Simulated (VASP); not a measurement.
The system is Pt.

```
CELL_PARAMETERS angstrom
-1.58422 1.58422 1.58422
1.58422 -1.58422 1.58422
1.58422 1.58422 -1.58422
ATOMIC_POSITIONS crystal
Pt 0.00000 0.00000 0.00000
```

Program: VASP 6.6.1. Alike in all runs: task single point; level LDA; potentials or basis VASP PAW LDA potentials, release 64 (Pt); no spin polarisation; cell as given; cutoff (eV) 520; smearing fermi-dirac 0.1 eV.

Order these runs on this cell by their pressure, lowest first.
A. k mesh 8 × 8 × 8
B. k mesh 3 × 3 × 3
C. k mesh 12 × 12 × 12

C (-15.4 GPa), A (-13.8 GPa), B (-3.2 GPa).

Caveats: some runs use coarse meshes.
